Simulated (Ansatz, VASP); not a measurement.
# LiBr: VASP beside Ansatz

```
CELL_PARAMETERS angstrom
0.00000 2.74450 2.74450
2.74450 0.00000 2.74450
2.74450 2.74450 0.00000
ATOMIC_POSITIONS crystal
Li 0.00000 0.00000 0.00000
Br 0.50000 0.50000 0.50000
```

Alike in both runs: task electric field gradients; functional PBE; k mesh 8 × 8 × 8; occupations fermi-dirac, width 0.03 eV; no spin polarisation.

|  | VASP | Ansatz |
| --- | --- | --- |
| version | VASP 6.6.1 | Ansatz 0.2.0 |
| potentials or method | VASP PAW PBE potentials, release 64 (Li_sv, Br) | PAW with Ansatz's default frozen-core files, scalar-relativistic |
| plane-wave cutoff (eV) | 650 | 420 |
| valence electrons in the cell | 10 | 10 |

Ansatz gave:

```
gap on the k mesh at the Fermi level (eV) : 4.97
pressure (GPa)                            : 0.3
```

Question: Estimate VASP's values.

Answer: gap on the k mesh at the Fermi level (eV): 4.98; pressure (GPa): 0.2.
